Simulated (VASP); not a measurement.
Runs of VASP 6.6.1 on TeP2. The structure is that of space group P6/mmm (No. 191), or close to it. The cells are those of the table. 

```csv
task,cell,k mesh,cutoff (eV),gap on the mesh (eV),pressure (GPa),relaxed volume (Å³/atom)
single point,"a = 4.954, b = 4.954, c = 2.861 Å, angles 90.0, 90.0, 120.0°, 3 atoms",3 × 3 × 6,520,none,0.0,-
relaxation of cell and atoms,"relaxed from a = 4.954, b = 4.954, c = 2.861 Å, angles 90.0, 90.0, 120.0°, 3 atoms",6 × 6 × 6,600,none,0.0,20.84
relaxation of cell and atoms,"relaxed from a = 5.020, b = 5.020, c = 2.863 Å, angles 90.0, 90.0, 120.0°, 3 atoms",12 × 12 × 16,600,none,0.0,20.83
single point,"a = 5.020, b = 5.020, c = 2.863 Å, angles 90.0, 90.0, 120.0°, 3 atoms",6 × 6 × 6,520,none,0.0,-
single point,"a = 5.016, b = 5.016, c = 2.870 Å, angles 90.0, 90.0, 120.0°, 3 atoms",12 × 12 × 16,520,none,(a),-
```

Alike in all rows: level PBE; potentials or basis VASP PAW PBE potentials, release 64 (Te, P); no spin polarisation; smearing gaussian 0.1 eV.

Fill in the values left out.

(a) -0.1.

Caveats: some runs use coarse meshes; spin-orbit coupling is left out, which moves the levels of the heavy elements.

A k mesh can miss the band edges, and the runs leave out spin-orbit coupling on Te.

A gap of «none» marks levels without a gap at the run's occupations.
